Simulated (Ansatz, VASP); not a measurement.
## CsSnI3 in VASP and in Ansatz

File INCAR:

```
SYSTEM = CsSnI3
  PREC = Accurate
  ENCUT = 520
  EDIFF = 1E-7
  ISMEAR = -1
  SIGMA = 0.02
  LREAL = .FALSE.
  LASPH = .TRUE.
  NELM = 80
  ALGO = Normal
  ISIF = 2
  LWAVE = .FALSE.
  LCHARG = .FALSE.
  GGA = PE
  NBANDS = 30
```

The input KPOINTS:

```
regular mesh
0
G
  4 4 4
  0 0 0
```

File POSCAR:

```
CsSnI3
1.0
    6.2414907048      0.0000000000      0.0000000000
    0.0000000000      6.2414907048      0.0000000000
    0.0000000000      0.0000000000      6.4911503330
Cs Sn I
1 1 3
Direct
    0.0000000000      0.0000000000      0.0000000000
    0.5000000000      0.5000000000      0.5000000000
    0.5000000000      0.5000000000      0.0000000000
    0.5000000000      0.0000000000      0.5000000000
    0.0000000000      0.5000000000      0.5000000000
```

Input for Ansatz:

```yaml
crystal:
  lattice:
    - [6.2414907048, 0.0, 0.0]
    - [0.0, 6.2414907048, 0.0]
    - [0.0, 0.0, 6.491150333]
  atoms:
    - { symbol: Cs, position: [0.0, 0.0, 0.0] }
    - { symbol: Sn, position: [0.5, 0.5, 0.5] }
    - { symbol: I, position: [0.5, 0.5, 0.0] }
    - { symbol: I, position: [0.5, 0.0, 0.5] }
    - { symbol: I, position: [0.0, 0.5, 0.5] }
kpoints:
  mp_grid: { grid: [4, 4, 4] }
  band_path:
    path: [[0.0, 0.0, 0.0], [0.0, 0.5, 0.0], [0.5, 0.5, 0.0], [0.5, 0.5, 0.5]]
    npoints: 1
hamiltonian:
  xc: pbe
scf:
  occupations: { method: fermi_dirac, width: 0.02 }
  n_extra_bands: 5
output:
  forces: true
  stress: true
  eigenvalues: true
  write_density: true
  write_potential: true
  elf: true
  volumetric_format: npy
```

Change from the starting cell: uniaxial_z strain +4.0%.

Alike in both runs: task single point; functional PBE; k mesh 4 × 4 × 4; occupations fermi-dirac, width 0.02 eV; no spin polarisation.

|  | VASP | Ansatz |
| --- | --- | --- |
| version | VASP 6.6.1 | Ansatz 0.2.0 |
| potentials or method | VASP PAW PBE potentials, release 64 (Cs_sv, Sn_d, I) | plane waves, PAW |
| plane-wave cutoff (eV) | 520 | 420 |
| valence electrons in the cell | 44 | 74 |

```csv
,VASP,Ansatz,Ansatz less VASP
pressure (GPa),-0.1,-0.1,0.00
"traceless stress, the component that is largest in VASP (GPa)",-0.73,-0.73,+0.002
```

The functional is the same, so the differences come from potentials, cutoffs and numerics. VASP's potentials hold 44 valence electrons a cell and Ansatz's 74, so a difference there can come from the potentials and not from the codes.

Neither program's run includes spin-orbit coupling.
